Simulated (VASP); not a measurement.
# Fe (Im-3m) in VASP: notebook

The runs below take Fe through single point, with PBEsol.

All numbers are computed with VASP 6.6.1; they aren't measurements. Logs are shortened: lines on timing, memory, paths and dates and some standing lists are left out, and cuts for length are marked.

**1. The cell of the first run**

The structure is cubic, space group Im-3m (No. 229). The conventional cell has a = 2.863 Å, b = 2.863 Å, c = 2.863 Å, α = 90.00°, β = 90.00°, γ = 90.00°. Fe (site symmetry m-3m) has 14 Fe at 2.48 to 2.86 Å within 3.3 Å.

**2. Single point, PBEsol, collinear spin, ferromagnetic start**

Input file INCAR:

```
SYSTEM = Fe
PREC = Accurate
ENCUT = 600
EDIFF = 1E-6
ISMEAR = -1
SIGMA = 0.1
LREAL = .False.
LASPH = .True.
NELM = 200
ALGO = Normal
ISIF = 2
LWAVE = .False.
LCHARG = .False.
ISPIN = 2
MAGMOM = 4
LORBIT = 11
LMAXMIX = 4
GGA = PS
NBANDS = 14
GGA_COMPAT = .False.
```

Input file KPOINTS:

```
regular mesh
0
Gamma
  13 13 13
  0 0 0
```

Input file POSCAR:

```
Fe
1.0
   -1.4314200000      1.4314200000      1.4314200000
    1.4314200000     -1.4314200000      1.4314200000
    1.4314200000      1.4314200000     -1.4314200000
Fe
1
Direct
    0.0000000000      0.0000000000      0.0000000000
```

Potentials or basis: VASP PAW PBE potentials, release 64 (Fe).

Started as:

```console
$ cat potpaw_PBE.64/Fe/POTCAR > POTCAR
$ mpirun -np 1 vasp_std > vasp.out
```

OUTCAR:

```text
SYSTEM = Fe
   PREC = Accurate
   ENCUT = 600
   EDIFF = 1E-6
   ISMEAR = -1
   LREAL = .False.
   LASPH = .True.
   NELM = 200
   ISIF = 2
   ISPIN = 2
   LORBIT = 11
   GGA = PS

 ion  position               nearest neighbor table
   1  0.000  0.000  0.000-

  LATTYP: Found a body centered cubic cell.
 ALAT       =     2.8628400000

  Lattice vectors:

 A1 = (  -1.4314200000,   1.4314200000,   1.4314200000)
 A2 = (   1.4314200000,  -1.4314200000,   1.4314200000)
 A3 = (   1.4314200000,   1.4314200000,  -1.4314200000)

Analysis of symmetry for initial positions (statically):
=====================================================================
 Subroutine PRICEL returns:
 Original cell was already a primitive cell.

 Routine SETGRP: Setting up the symmetry group for a
 body centered cubic supercell.

 Subroutine GETGRP returns: Found 48 space group operations
 (whereof 48 operations were pure point group operations)
 out of a pool of 48 trial point group operations.

The static configuration has the point symmetry O_h .

Analysis of symmetry for dynamics (positions and initial velocities):
=====================================================================
 Subroutine PRICEL returns:
 Original cell was already a primitive cell.

 Routine SETGRP: Setting up the symmetry group for a
 body centered cubic supercell.

 Subroutine GETGRP returns: Found 48 space group operations
 (whereof 48 operations were pure point group operations)
 out of a pool of 48 trial point group operations.

The dynamic configuration has the point symmetry O_h .

Analysis of structural, dynamic, and magnetic symmetry:
=====================================================================
 Subroutine PRICEL returns:
 Original cell was already a primitive cell.

 Routine SETGRP: Setting up the symmetry group for a
 body centered cubic supercell.

 Subroutine GETGRP returns: Found 48 space group operations
 (whereof 48 operations were pure point group operations)
 out of a pool of 48 trial point group operations.

The overall configuration has the point symmetry O_h .

 Subroutine INISYM returns: Found 48 space group operations
 (whereof 48 operations are pure point group operations),
 and found     1 'primitive' translations

----------------------------------------------------------------------------------------

                                     Primitive cell

  volume of cell :      11.7317

  direct lattice vectors                    reciprocal lattice vectors
    -1.431420000  1.431420000  1.431420000     0.000000000  0.349303489  0.349303489
     1.431420000 -1.431420000  1.431420000     0.349303489  0.000000000  0.349303489
     1.431420000  1.431420000 -1.431420000     0.349303489  0.349303489  0.000000000

  length of vectors
     2.479292167  2.479292167  2.479292167     0.493989731  0.493989731  0.493989731

  position of ions in fractional coordinates (direct lattice)
     0.000000000  0.000000000  0.000000000

  ion indices of the primitive-cell ions
   primitive index   ion index
                 1           1

----------------------------------------------------------------------------------------

 KPOINTS: regular mesh

Automatic generation of k-mesh.
 Grid dimensions read from file:
 generate k-points for:   13   13   13

 Generating k-lattice:

  Cartesian coordinates                     Fractional coordinates (reciprocal lattice)
     0.000000000  0.026869499  0.026869499     0.076923077  0.000000000  0.000000000
     0.026869499  0.000000000  0.026869499     0.000000000  0.076923077  0.000000000
     0.026869499  0.026869499  0.000000000     0.000000000  0.000000000  0.076923077

  Length of vectors
     0.037999210  0.037999210  0.037999210

  Shift w.r.t. Gamma in fractional coordinates (k-lattice)
     0.000000000  0.000000000  0.000000000

 Subroutine IBZKPT returns following result:
 ===========================================

 Found     84 irreducible k-points:

 Following reciprocal coordinates:
            Coordinates               Weight
  0.000000  0.000000  0.000000      1.000000
  0.076923  0.000000  0.000000     12.000000
  0.153846  0.000000  0.000000     12.000000
  0.230769  0.000000  0.000000     12.000000
  0.307692  0.000000  0.000000     12.000000
  0.384615  0.000000  0.000000     12.000000
[... 16 lines left out ...]
  0.153846  0.076923  0.076923     24.000000
  0.230769  0.076923  0.076923     24.000000
 [... further k-points ...]
   k-points           NKPTS =     84   k-points in BZ     NKDIM =     84   number of bands    NBANDS=     14
   number of dos      NEDOS =    301   number of ions     NIONS =      1
   total plane-waves  NPLWV =   8000
   dimension x,y,z NGX =    20 NGY =   20 NGZ =   20
   dimension x,y,z NGXF=    40 NGYF=   40 NGZF=   40
   ions per type =               1
   NGX,Y,Z   is equivalent  to a cutoff of  13.41, 13.41, 13.41 a.u.
   NGXF,Y,Z  is equivalent  to a cutoff of  26.82, 26.82, 26.82 a.u.
 SYSTEM =  Fe
   PREC   = accura    normal or accurate (medium, high low for compatibility)
   ISTART =      0    job   : 0-new  1-cont  2-samecut
   ICHARG =      2    charge: 1-file 2-atom 10-const
   ISPIN  =      2    spin polarized calculation?
   LNONCOLLINEAR =      F non collinear calculations
   LSORBIT =      F    spin-orbit coupling
   LASPH  =      T    aspherical Exc in radial PAW
   ENCUT  =  600.0 eV  44.10 Ry    6.64 a.u.   4.95  4.95  4.95*2*pi/ulx,y,z
   NELM   =    200;   NELMIN=  2; NELMDL= -5     # of ELM steps
   EDIFF  = 0.1E-05   stopping-criterion for ELM
   LREAL  =      F    real-space projection
   EDIFFG = 0.1E-04   stopping-criterion for IOM
   NSW    =      0    number of steps for IOM
   IBRION =     -1    ionic relax: 0-MD 1-quasi-New 2-CG
   NFREE  =      0    steps in history (QN), initial steepest desc. (CG)
   ISIF   =      2    stress and relaxation
   ISYM   =      2    0-nonsym 1-usesym 2-fastsym
   POTIM  = 0.5000    time-step for ionic-motion
   TEBEG  =    0.0;   TEEND  =   0.0 temperature during run
   PSTRESS=    0.0 pullay stress
   NELECT =       8.0000    total number of electrons
   NUPDOWN=      -1.0000    fix difference up-down
   EMIN   =  10.00;   EMAX   =-10.00  energy-range for DOS
   EFERMI =   0.00;   METHOD = LEGACY
   ISMEAR =    -1;   SIGMA  =   0.10  broadening in eV -4-tet -1-fermi 0-gaus
   EFERMI_NEDOS =   21; number of points for ismear=-14 and -15
   IALGO  =     38    algorithm
   IMIX   =      4    mixing-type and parameters
     AMIX     =   0.40;   BMIX     =  1.00
     AMIX_MAG =   1.60;   BMIX_MAG =  1.00
  volume/ion in A,a.u.               =      11.73        79.17
  Fermi-wavevector in a.u.,A,eV,Ry     =   1.440957  2.723014 28.250561  2.076358
  Thomas-Fermi vector in A             =   2.559643
   LORBIT       =     11    0 simple, 1 ext, 2 COOP (PROOUT), +10 PAW based schemes
   GGA     = PS    functional components
   LHFCALC =     F    Hartree Fock is set to
   AEXX    =    0.0000 exact exchange contribution
   IVDW    =     0    specifies the selected vdW correction
   LEPSILON=     F    determine dielectric tensor
   LRPA    =     F    only Hartree local field effects (RPA)
 spin polarized calculation
  energy-cutoff  :      600.00
  volume of cell :       11.73
 maximum number of plane-waves:       402
   NGX =  9   NGY =  9   NGZ =  9

 number of electron       7.9999998 magnetization       2.2226411

 Free energy of the ion-electron system (eV)
  ---------------------------------------------------
  ext. energy  EPLUGINS =         0.00000000
  ---------------------------------------------------
  free energy    TOTEN  =        -8.88701264 eV

  energy without entropy =       -8.85120705  energy(sigma->0) =       -8.86910984

 E-fermi :   5.3403     XC(G=0): -13.0959

 val. band max:        5.3338943461   @ k =   0.3077   0.0769  -0.0000
 cond. band min:       5.3616485792   @ k =  -0.4615  -0.4615   0.3077
 fundamental gap:      0.0277542330
 Fermi energy:         5.3402934822

 spin component 1

 k-point     1 :       0.0000    0.0000    0.0000
  band No.  band energies     occupation
      1      -2.9843      1.00000
      2       3.0866      1.00000
      3       3.0866      1.00000
      4       3.0866      1.00000
      5       4.2865      0.99997
      6       4.2865      0.99997
      7      29.9605      0.00000
      8      29.9605      0.00000
      9      29.9605      0.00000
     10      34.8564      0.00000
     11      34.8564      0.00000
     12      36.9507      0.00000
     13      36.9507      0.00000
     14      36.9512      0.00000
[... 375 lines left out ...]
 k-point    24 :       0.2308    0.0769    0.0769
  band No.  band energies     occupation
      1       0.3781      1.00000
      2       2.2935      1.00000
      3       2.6734      1.00000
      4       4.2355      0.99998
      5       4.3869      0.99993
      6       5.4251      0.29975
      7      18.3804      0.00000
      8      22.4220      0.00000
      9      24.1594      0.00000
     10      31.6124      0.00000
     11      35.4852      0.00000
     12      37.7429      0.00000
     13      39.6056      0.00000
     14      42.9205      0.00000

 [... further k-points ...]

 spin component 2

 k-point     1 :       0.0000    0.0000    0.0000
  band No.  band energies     occupation
      1      -2.7396      1.00000
      2       5.0522      0.94688
      3       5.0523      0.94685
      4       5.0523      0.94684
      5       6.9534      0.00000
      6       6.9535      0.00000
      7      29.8441      0.00000
      8      29.8441      0.00000
      9      29.8441      0.00000
     10      35.1380      0.00000
     11      35.1380      0.00000
     12      37.6787      0.00000
     13      37.6787      0.00000
     14      37.6787      0.00000
[... 375 lines left out ...]
 k-point    24 :       0.2308    0.0769    0.0769
  band No.  band energies     occupation
      1       0.8948      1.00000
      2       4.0861      1.00000
      3       4.3073      0.99997
      4       6.7792      0.00000
      5       7.0741      0.00000
      6       7.4488      0.00000
      7      19.1917      0.00000
      8      22.8939      0.00000
      9      24.8820      0.00000
     10      31.7628      0.00000
     11      36.0995      0.00000
     12      38.0648      0.00000
     13      39.9793      0.00000
     14      43.4649      0.00000

 [... further k-points ...]

------------------------ aborting loop because EDIFF is reached ----------------------------------------

  FORCE on cell =-STRESS in cart. coord.  units (eV):
  Direction    XX          YY          ZZ          XY          YZ          ZX
  --------------------------------------------------------------------------------------
  -------------------------------------------------------------------------------------
  Total       -1.0863574     -1.0863574     -1.0863574      0.0000000      0.0000000     -0.0000000
  in kB     -148.3617884   -148.3617884   -148.3617884      0.0000000      0.0000000     -0.0000000
  external PRESSURE =    -148.3617884 kB  Pullay stress =       0.0000000 kB

 VOLUME and BASIS-vectors are now :
 -----------------------------------------------------------------------------
  energy-cutoff  :      600.00
  volume of cell :       11.73
      direct lattice vectors                 reciprocal lattice vectors
    -1.431420000  1.431420000  1.431420000     0.000000000  0.349303489  0.349303489
     1.431420000 -1.431420000  1.431420000     0.349303489  0.000000000  0.349303489
     1.431420000  1.431420000 -1.431420000     0.349303489  0.349303489  0.000000000

 POSITION                                       TOTAL-FORCE (eV/Angst)
 -----------------------------------------------------------------------------------
      0.00000      0.00000      0.00000        -0.000000      0.000000      0.000000
 -----------------------------------------------------------------------------------
    total drift:                                0.000000     -0.000000      0.000000

  FREE ENERGIE OF THE ION-ELECTRON SYSTEM (eV)
  ---------------------------------------------------
  free  energy   TOTEN  =        -8.8870126410 eV

  energy  without entropy=       -8.8512070476  energy(sigma->0) =       -8.86910984

 total charge

# of ion       s       p       d       tot
------------------------------------------
    1        0.476   0.515   6.216   7.207

 magnetization (x)

# of ion       s       p       d       tot
------------------------------------------
    1       -0.014  -0.051   2.284   2.219
```

It took 14 s on 1 thread of AMD EPYC 9R45 (Zen 5), shared host; peak memory 0.11 GiB.

Results:

```yaml
Free_energy: -8.8870 eV
Pressure: -14.8 GPa
Net_moment: 2.22 μB per cell
Site_moments: Fe +2.22 μB
Valence_electrons_inside_the_program's_atomic_spheres: Fe 7.21
```

Caveat: the PAW data sets were made with another functional, which shifts forces and pressure a little.

**3. Single point, PBEsol, collinear spin, ferromagnetic start**

Input file INCAR:

```
PREC = Accurate
ENCUT = 600
EDIFF = 1E-6
ISMEAR = -1
SIGMA = 0.1
LREAL = F
LASPH = T
NELM = 200
ALGO = Normal
ISIF = 2
LWAVE = F
LCHARG = F
ISPIN = 2
MAGMOM = 4
LORBIT = 11
LMAXMIX = 4
GGA = PS
NBANDS = 14
GGA_COMPAT = F
```

Input file KPOINTS:

```
regular mesh
0
Gamma
  13 13 13
```

POSCAR is that of step 2.

Potentials or basis: VASP PAW PBE potentials, release 64 (Fe).

Started as:

```console
$ cat potpaw_PBE.64/Fe/POTCAR > POTCAR
$ mpirun -np 1 vasp_std > vasp.out
```

It took 14 s on 1 thread of AMD EPYC 9R45 (Zen 5), shared host; peak memory 0.12 GiB.

Results (log left out):

```
Free energy                                           : -8.8870 eV
Pressure                                              : -14.8 GPa
Net moment                                            : 2.22 μB per cell
Site moments                                          : Fe +2.22 μB
Valence electrons inside the program's atomic spheres : Fe 7.21
```

Levels at points of the mesh, in eV from the Fermi level:
Spin up:
```
           k point  band 1  band 2  band 3  band 4  band 5  band 6  band 7  band 8  band 9  band 10
(0.00, 0.00, 0.00)   -8.32   -2.25   -2.25   -2.25   -1.05   -1.05   24.62   24.62   24.62    29.52
```
Spin down:
| k point | band 1 | band 2 | band 3 | band 4 | band 5 | band 6 |
| --- | --- | --- | --- | --- | --- | --- |
| (0.00, 0.00, 0.00) | -8.08 | -0.29 | -0.29 | -0.29 | 1.61 | 1.61 |

Caveat: the PAW data sets were made with another functional, which shifts forces and pressure a little.

(Continued in part 2 of 2.)
